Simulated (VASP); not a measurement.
# BaTe (Pm-3m) in VASP: settings compared

Aim: see how the results for BaTe move with the level of theory and the settings. Levels: PBEsol, r2SCAN. Tasks: single point.

Program: VASP 6.6.1. These are calculated values, not measurements. Logs are shortened: lines on timing, memory, paths and dates and some standing lists are left out, and cuts for length are marked.

### Step 1. The cell of the first run

Symmetry: Pm-3m, No. 221, cubic system. Conventional cell: a = 4.340 Å, b = 4.340 Å, c = 4.340 Å, α = 90.00°, β = 90.00°, γ = 90.00°. Within 4.9 Å of Ba (site symmetry m-3m) lie 8 Te at 3.76 Å and 6 Ba at 4.34 Å. Te (site symmetry m-3m) has 8 Ba at 3.76 Å and 6 Te at 4.34 Å within 4.9 Å.

### Step 2. Single point, PBEsol (strained)

Contents of INCAR:

```
ALGO = Normal
EDIFF = 1E-7
ENCUT = 520
GGA = PS
ISIF = 2
ISMEAR = 0
LASPH = True
LCHARG = False
LREAL = False
LWAVE = False
NBANDS = 15
NELM = 60
PREC = Accurate
SIGMA = 0.02
```

Contents of KPOINTS:

```
k-points
0
Gamma
  6 6 6
```

Contents of POSCAR:

```
BaTe
1.0
    4.3404265031      0.0000000000      0.0000000000
    0.0000000000      4.3404265031      0.0000000000
    0.0000000000      0.0000000000      4.3404265031
Ba Te
1 1
Direct
    0.0000000000      0.0000000000      0.0000000000
    0.5000000000      0.5000000000      0.5000000000
```

Potentials or basis: VASP PAW PBE potentials, release 64 (Ba_sv, Te).

On the command line:

```sh
cat potpaw_PBE.64/Ba_sv/POTCAR potpaw_PBE.64/Te/POTCAR > POTCAR
mpirun -np 1 vasp_std > vasp.out
```

OUTCAR:

```text
EDIFF = 1E-7
   ENCUT = 520
   GGA = PS
   ISIF = 2
   ISMEAR = 0
   LASPH = True
   LREAL = False
   NELM = 60
   PREC = Accurate

 ion  position               nearest neighbor table
   1  0.000  0.000  0.000-   2 3.76   2 3.76   2 3.76   2 3.76   2 3.76   2 3.76   2 3.76   2 3.76

   2  0.500  0.500  0.500-   1 3.76   1 3.76   1 3.76   1 3.76   1 3.76   1 3.76   1 3.76   1 3.76

  LATTYP: Found a simple cubic cell.
 ALAT       =     4.3404265031

  Lattice vectors:

 A1 = (   4.3404265031,   0.0000000000,   0.0000000000)
 A2 = (   0.0000000000,   4.3404265031,   0.0000000000)
 A3 = (   0.0000000000,   0.0000000000,   4.3404265031)

Analysis of symmetry for initial positions (statically):
=====================================================================
 Subroutine PRICEL returns:
 Original cell was already a primitive cell.

 Routine SETGRP: Setting up the symmetry group for a
 simple cubic supercell.

 Subroutine GETGRP returns: Found 48 space group operations
 (whereof 48 operations were pure point group operations)
 out of a pool of 48 trial point group operations.

The static configuration has the point symmetry O_h .

Analysis of symmetry for dynamics (positions and initial velocities):
=====================================================================
 Subroutine PRICEL returns:
 Original cell was already a primitive cell.

 Routine SETGRP: Setting up the symmetry group for a
 simple cubic supercell.

 Subroutine GETGRP returns: Found 48 space group operations
 (whereof 48 operations were pure point group operations)
 out of a pool of 48 trial point group operations.

The dynamic configuration has the point symmetry O_h .

 Subroutine INISYM returns: Found 48 space group operations
 (whereof 48 operations are pure point group operations),
 and found     1 'primitive' translations

----------------------------------------------------------------------------------------

                                     Primitive cell

  volume of cell :      81.7706

  direct lattice vectors                    reciprocal lattice vectors
     4.340426503  0.000000000  0.000000000     0.230392105  0.000000000  0.000000000
     0.000000000  4.340426503  0.000000000     0.000000000  0.230392105  0.000000000
     0.000000000  0.000000000  4.340426503     0.000000000  0.000000000  0.230392105

  length of vectors
     4.340426503  4.340426503  4.340426503     0.230392105  0.230392105  0.230392105

  position of ions in fractional coordinates (direct lattice)
     0.000000000  0.000000000  0.000000000
     0.500000000  0.500000000  0.500000000

  ion indices of the primitive-cell ions
   primitive index   ion index
                 1           1
                 2           2

----------------------------------------------------------------------------------------

 KPOINTS: k-points

Automatic generation of k-mesh.
 Grid dimensions read from file:
 generate k-points for:    6    6    6

 Generating k-lattice:

  Cartesian coordinates                     Fractional coordinates (reciprocal lattice)
     0.038398684  0.000000000  0.000000000     0.166666667  0.000000000  0.000000000
     0.000000000  0.038398684  0.000000000     0.000000000  0.166666667  0.000000000
     0.000000000  0.000000000  0.038398684     0.000000000  0.000000000  0.166666667

  Length of vectors
     0.038398684  0.038398684  0.038398684

  Shift w.r.t. Gamma in fractional coordinates (k-lattice)
     0.000000000  0.000000000  0.000000000

 Subroutine IBZKPT returns following result:
 ===========================================

 Found     20 irreducible k-points:

 Following reciprocal coordinates:
            Coordinates               Weight
  0.000000  0.000000  0.000000      1.000000
  0.166667  0.000000  0.000000      6.000000
  0.333333  0.000000  0.000000      6.000000
  0.500000  0.000000  0.000000      3.000000
  0.166667  0.166667  0.000000     12.000000
  0.333333  0.166667  0.000000     24.000000
[... 12 lines left out ...]
  0.500000  0.500000  0.333333      6.000000
  0.500000  0.500000  0.500000      1.000000
   k-points           NKPTS =     20   k-points in BZ     NKDIM =     20   number of bands    NBANDS=     15
   number of dos      NEDOS =    301   number of ions     NIONS =      2
   total plane-waves  NPLWV =  32768
   dimension x,y,z NGX =    32 NGY =   32 NGZ =   32
   dimension x,y,z NGXF=    64 NGYF=   64 NGZF=   64
   ions per type =               1   1
   NGX,Y,Z   is equivalent  to a cutoff of  12.26, 12.26, 12.26 a.u.
   NGXF,Y,Z  is equivalent  to a cutoff of  24.51, 24.51, 24.51 a.u.
 SYSTEM =  unknown system
   PREC   = accura    normal or accurate (medium, high low for compatibility)
   ISTART =      0    job   : 0-new  1-cont  2-samecut
   ICHARG =      2    charge: 1-file 2-atom 10-const
   ISPIN  =      1    spin polarized calculation?
   LNONCOLLINEAR =      F non collinear calculations
   LSORBIT =      F    spin-orbit coupling
   LASPH  =      T    aspherical Exc in radial PAW
   ENCUT  =  520.0 eV  38.22 Ry    6.18 a.u.   8.07  8.07  8.07*2*pi/ulx,y,z
   NELM   =     60;   NELMIN=  2; NELMDL= -5     # of ELM steps
   EDIFF  = 0.1E-06   stopping-criterion for ELM
   LREAL  =      F    real-space projection
   EDIFFG = 0.1E-05   stopping-criterion for IOM
   NSW    =      0    number of steps for IOM
   IBRION =     -1    ionic relax: 0-MD 1-quasi-New 2-CG
   NFREE  =      0    steps in history (QN), initial steepest desc. (CG)
   ISIF   =      2    stress and relaxation
   ISYM   =      2    0-nonsym 1-usesym 2-fastsym
   POTIM  = 0.5000    time-step for ionic-motion
   TEBEG  =    0.0;   TEEND  =   0.0 temperature during run
   PSTRESS=    0.0 pullay stress
   NELECT =      16.0000    total number of electrons
   NUPDOWN=      -1.0000    fix difference up-down
   EMIN   =  10.00;   EMAX   =-10.00  energy-range for DOS
   EFERMI =   0.00;   METHOD = LEGACY
   ISMEAR =     0;   SIGMA  =   0.02  broadening in eV -4-tet -1-fermi 0-gaus
   EFERMI_NEDOS =   21; number of points for ismear=-14 and -15
   IALGO  =     38    algorithm
   IMIX   =      4    mixing-type and parameters
     AMIX     =   0.40;   BMIX     =  1.00
     AMIX_MAG =   1.60;   BMIX_MAG =  1.00
  volume/ion in A,a.u.               =      40.89       275.91
  Fermi-wavevector in a.u.,A,eV,Ry     =   0.950420  1.796034 12.290128  0.903299
  Thomas-Fermi vector in A             =   2.078796
   LORBIT       =      0    0 simple, 1 ext, 2 COOP (PROOUT), +10 PAW based schemes
   GGA     = PS    functional components
   LHFCALC =     F    Hartree Fock is set to
   AEXX    =    0.0000 exact exchange contribution
   IVDW    =     0    specifies the selected vdW correction
   LEPSILON=     F    determine dielectric tensor
   LRPA    =     F    only Hartree local field effects (RPA)
 non-spin polarized calculation
 Gauss-broadening in eV      SIGMA  =   0.02
  energy-cutoff  :      520.00
  volume of cell :       81.77
 maximum number of plane-waves:      2272
   NGX = 17   NGY = 17   NGZ = 17

 number of electron      16.0000000 magnetization

 Free energy of the ion-electron system (eV)
  ---------------------------------------------------
  ext. energy  EPLUGINS =         0.00000000
  ---------------------------------------------------
  free energy    TOTEN  =        -8.84263452 eV

  energy without entropy =       -8.84263452  energy(sigma->0) =       -8.84263452

 E-fermi :   3.3730     XC(G=0):  -8.7114

 val. band max:        3.2893009231   @ k =   0.5000   0.5000   0.0000
 cond. band min:       4.1157258996   @ k =   0.0000   0.0000   0.0000
 fundamental gap:      0.8264249765
 Fermi energy:         3.3730098787

 k-point     1 :       0.0000    0.0000    0.0000
  band No.  band energies     occupation
      1     -24.8890      2.00000
      2      -9.9082      2.00000
      3      -9.9082      2.00000
      4      -9.9082      2.00000
      5      -6.9462      2.00000
      6       2.9120      2.00000
      7       2.9120      2.00000
      8       2.9120      2.00000
      9       4.1157      0.00000
     10       4.1157      0.00000
     11       5.2220      0.00000
     12       7.6946      0.00000
     13       7.6946      0.00000
     14       7.6946      0.00000
     15      11.5350      0.00000

 k-point     2 :       0.1667    0.0000    0.0000
  band No.  band energies     occupation
      1     -24.8839      2.00000
      2     -10.0323      2.00000
      3      -9.8981      2.00000
      4      -9.8981      2.00000
      5      -6.7910      2.00000
      6       1.7790      2.00000
      7       2.8042      2.00000
      8       2.8042      2.00000
      9       4.2603      0.00000
     10       4.8722      0.00000
     11       6.2580      0.00000
     12       7.7762      0.00000
     13       7.7898      0.00000
     14       7.7898      0.00000
     15      10.2131      0.00000

 k-point     3 :       0.3333    0.0000    0.0000
  band No.  band energies     occupation
      1     -24.8736      2.00000
      2     -10.2563      2.00000
      3      -9.8776      2.00000
      4      -9.8776      2.00000
      5      -6.4829      2.00000
      6       0.5386      2.00000
      7       2.5922      2.00000
      8       2.5922      2.00000
      9       4.6185      0.00000
     10       6.3552      0.00000
     11       7.6626      0.00000
     12       7.9568      0.00000
     13       8.1599      0.00000
     14       8.1599      0.00000
     15       8.7468      0.00000
[... 271 lines left out ...]
 k-point    19 :       0.5000    0.5000    0.3333
  band No.  band energies     occupation
      1     -24.8350      2.00000
      2     -10.1564      2.00000
      3     -10.1564      2.00000
      4     -10.0669      2.00000
      5      -6.2084      2.00000
      6       0.7494      2.00000
      7       0.7494      2.00000
      8       1.0456      2.00000
      9       6.3011      0.00000
     10       7.1839      0.00000
     11       7.1839      0.00000
     12       8.5848      0.00000
     13       9.3289      0.00000
     14       9.8373      0.00000
     15       9.9048      0.00000

 k-point    20 :       0.5000    0.5000    0.5000
  band No.  band energies     occupation
      1     -24.8303      2.00000
      2     -10.1401      2.00000
      3     -10.1401      2.00000
      4     -10.1401      2.00000
      5      -6.1208      2.00000
      6       0.5845      2.00000
      7       0.5845      2.00000
      8       0.5845      2.00000
      9       7.7586      0.00000
     10       7.7586      0.00000
     11       7.7586      0.00000
     12       9.2163      0.00000
     13       9.2163      0.00000
     14       9.2163      0.00000
     15       9.3663      0.00000

------------------------ aborting loop because EDIFF is reached ----------------------------------------

  FORCE on cell =-STRESS in cart. coord.  units (eV):
  Direction    XX          YY          ZZ          XY          YZ          ZX
  --------------------------------------------------------------------------------------
  -------------------------------------------------------------------------------------
  Total       -1.5756498     -1.5756498     -1.5756498     -0.0000000      0.0000000      0.0000000
  in kB      -30.8725900    -30.8725900    -30.8725900     -0.0000000      0.0000000      0.0000000
  external PRESSURE =     -30.8725900 kB  Pullay stress =       0.0000000 kB

 VOLUME and BASIS-vectors are now :
 -----------------------------------------------------------------------------
  energy-cutoff  :      520.00
  volume of cell :       81.77
      direct lattice vectors                 reciprocal lattice vectors
     4.340426503  0.000000000  0.000000000     0.230392105  0.000000000  0.000000000
     0.000000000  4.340426503  0.000000000     0.000000000  0.230392105  0.000000000
     0.000000000  0.000000000  4.340426503     0.000000000  0.000000000  0.230392105

 POSITION                                       TOTAL-FORCE (eV/Angst)
 -----------------------------------------------------------------------------------
      0.00000      0.00000      0.00000         0.000000      0.000000      0.000000
      2.17021      2.17021      2.17021         0.000000      0.000000      0.000000
 -----------------------------------------------------------------------------------
    total drift:                                0.000000      0.000000     -0.000000

  FREE ENERGIE OF THE ION-ELECTRON SYSTEM (eV)
  ---------------------------------------------------
  free  energy   TOTEN  =        -8.8426345166 eV

  energy  without entropy=       -8.8426345166  energy(sigma->0) =       -8.84263452
```

Wall time 17 s (1 thread of Intel Xeon 6975P-C, shared host); peak memory 0.19 GiB.

What came out:

```yaml
Free_energy: -8.8426 eV
Pressure: -3.1 GPa
Band_gap_on_the_k_mesh: 0.83 eV, indirect (least direct gap 0.93 eV)
```

Caveat: the cell differs from its parent crystal (strained); the PAW data sets were made with another functional, which shifts forces and pressure a little; spin-orbit coupling is left out, which moves the levels of the heavy elements. A k mesh can miss the band edges.

### Step 3. Single point, r2SCAN (functional r2SCAN, strained)

Contents of POSCAR:

```
BaTe
1.0
    4.1318214171      0.0000000000      0.0000000000
    0.0000000000      4.1318214171      0.0000000000
    0.0000000000      0.0000000000      4.1318214171
Ba Te
1 1
Direct
    0.0000000000      0.0000000000      0.0000000000
    0.5000000000      0.5000000000      0.5000000000
```

Contents of INCAR.step1:

```
PREC = Accurate ; ENCUT = 520
ISMEAR = 0 ; SIGMA = 0.02
LREAL = False ; LASPH = True
NELM = 80 ; NBANDS = 15
GGA = PE ; ALGO = Normal
EDIFF = 1E-4 ; LWAVE = True
LCHARG = False
```

Contents of INCAR.step2:

```
PREC = Accurate ; ENCUT = 520
EDIFF = 1E-6 ; ISMEAR = 0
SIGMA = 0.02 ; LREAL = False
LASPH = True ; NELM = 80
ALGO = Normal ; ISIF = 2
LWAVE = False ; LCHARG = False
METAGGA = R2SCAN ; LMIXTAU = True
NBANDS = 15 ; ISTART = 1
```

Contents of KPOINTS:

```
Automatic mesh
0
Gamma
  6 6 6
```

Potentials or basis: VASP PAW PBE potentials, release 64 (Ba_sv, Te).

On the command line:

```sh
cat potpaw_PBE.64/Ba_sv/POTCAR potpaw_PBE.64/Te/POTCAR > POTCAR
cp INCAR.step1 INCAR
mpirun -np 1 vasp_std > vasp.out
cp INCAR.step2 INCAR
mpirun -np 1 vasp_std > vasp.out
```

Run time: 46 s. Hardware: 1 thread of Intel Xeon 6975P-C, shared host; peak memory 0.19 GiB.

The run converged. Its results:

```
Free energy            : -55.5984 eV
Pressure               : 3.9 GPa
Band gap on the k mesh : 0.89 eV, indirect (least direct gap 1.27 eV)
```

Levels at points of the mesh, in eV from the valence-band top:
| k point | band 5 | band 6 | band 7 | band 8 | band 9 | band 10 | band 11 | band 12 |
| --- | --- | --- | --- | --- | --- | --- | --- | --- |
| (0.00, 0.00, 0.00) | -11.01 | -0.37 | -0.37 | -0.37 | 0.89 | 0.89 | 3.75 | 5.19 |
| (0.50, 0.00, 0.00) | -9.94 | -3.74 | -1.01 | -1.01 | 1.82 | 5.20 | 5.68 | 5.73 |
| (0.50, 0.50, 0.00) | -10.32 | -2.24 | -2.24 | 0.00 | 1.31 | 3.17 | 3.30 | 3.30 |
| (0.50, 0.50, 0.50) | -9.80 | -3.35 | -3.35 | -3.35 | 5.60 | 5.60 | 5.60 | 7.26 |

Caveat: the cell differs from its parent crystal (functional r2SCAN, strained); the PAW data sets were made with another functional, which shifts forces and pressure a little; spin-orbit coupling is left out, which moves the levels of the heavy elements. A k mesh can miss the band edges.
